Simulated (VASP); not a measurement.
Runs of VASP 6.6.1 on I. The structure is that of space group I4/mmm (No. 139), or close to it. The cells are those of the table. 

| cell | gap on the mesh (eV) | pressure (GPa) |
| --- | --- | --- |
| a = 3.708 Å, angles 101.5, 101.5, 126.9°, 1 atom | none | (a) |
| a = 3.639 Å, angles 105.4, 105.4, 118.0°, 1 atom | none | -2.0 |
| a = 3.677 Å, angles 117.3, 117.3, 94.8°, 1 atom | none | -2.4 |
| a = 3.647 Å, angles 114.7, 114.7, 99.4°, 1 atom | none | -2.3 |
| a = 3.666 Å, angles 103.5, 103.5, 122.2°, 1 atom | none | -1.8 |
| a = 3.624 Å, angles 107.3, 107.3, 113.9°, 1 atom | none | -2.0 |

Alike in all rows: task single point; level PBE+D3(BJ); potentials or basis VASP PAW PBE potentials, release 64 (I); no spin polarisation; k mesh 18 × 18 × 18; cutoff (eV) 520; smearing gaussian 0.15 eV.

Problem. Fill in the values left out.

Solution. (a) -1.3.

Caveats: spin-orbit coupling is left out, which moves the levels of the heavy elements; an odd number of electrons without spin polarisation forces a metal; a magnetic or distorted state may lie lower.

A k mesh can miss the band edges, and the runs leave out spin-orbit coupling on I.

A gap of «none» marks levels without a gap at the run's occupations.
